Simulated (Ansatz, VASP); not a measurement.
Given: the input of a run of Ansatz 0.2.0 on CaF.

input.yaml

```yaml
crystal:
  lattice:
    - [3.72497, 0.0, 0.0]
    - [-1.86248, 3.22592, 0.0]
    - [0.0, 0.0, 25.52766]
  atoms:
    - { symbol: Ca, position: [0.66667, 0.33333, 0.31076] }
    - { symbol: F, position: [0.0, 0.0, 0.27684] }
kpoints:
  mp_grid: { grid: [8, 8, 1] }
scf:
  occupations: { method: fermi_dirac, width: 0.05 }
hamiltonian:
  xc: pbesol
  pseudopotentials: { kind: all_electron, lapw: { basis_error: 0.002 } }
output:
  forces: true
  stress: true
  eigenvalues: true
```

Potentials or basis: all-electron LAPW, scalar-relativistic.

Launch:

```console
$ ansatz run input.yaml --threads 4 --pin off --max-ram 12288MiB --backend cpu --events-out ev --progress --plain --runs-dir out
```

Problem. Set up the same calculation for VASP 6.6.1. Potentials there: VASP PAW PBE potentials, release 64 (Ca_sv, F).

Solution. As run (the cutoff follows the program's own potentials):

INCAR

```
SYSTEM = CaF
ALGO = Normal
EDIFF = 1E-7
ENCUT = 520
GGA = PS
ISIF = 2
ISMEAR = -1
LASPH = .TRUE.
LCHARG = .FALSE.
LREAL = .FALSE.
LWAVE = .FALSE.
NBANDS = 16
NELM = 60
PREC = Accurate
SIGMA = 0.05
```

KPOINTS

```
k-points
0
G
  8 8 1
  0 0 0
```

The input POSCAR:

```
CaF
1.0
    3.7249700000      0.0000000000      0.0000000000
   -1.8624800000      3.2259200000      0.0000000000
    0.0000000000      0.0000000000     25.5276600000
Ca F
1 1
Direct
    0.6666700000      0.3333300000      0.3107600000
    0.0000000000      0.0000000000      0.2768400000
```

Potentials or basis: VASP PAW PBE potentials, release 64 (Ca_sv, F).

Launch:

```bash
$ cat potpaw_PBE.64/Ca_sv/POTCAR potpaw_PBE.64/F/POTCAR > POTCAR
$ mpirun -np 1 vasp_std > vasp.out
```

Both were run:

|  | VASP | Ansatz | Ansatz less VASP |
| --- | --- | --- | --- |
| gap on the k mesh at the Fermi level (eV) | none | none | - |
| rms of the force components (eV/Å) | 0.072 | 0.089 | +0.0167 |

VASP's potentials were made for PBE, not for PBEsol. Atom by atom the forces differ by 0.017 eV/Å (rms over components). A gap of «none» marks a metal or a gap that the smearing closes. Ansatz ran all-electron here, and VASP with PAW potentials.
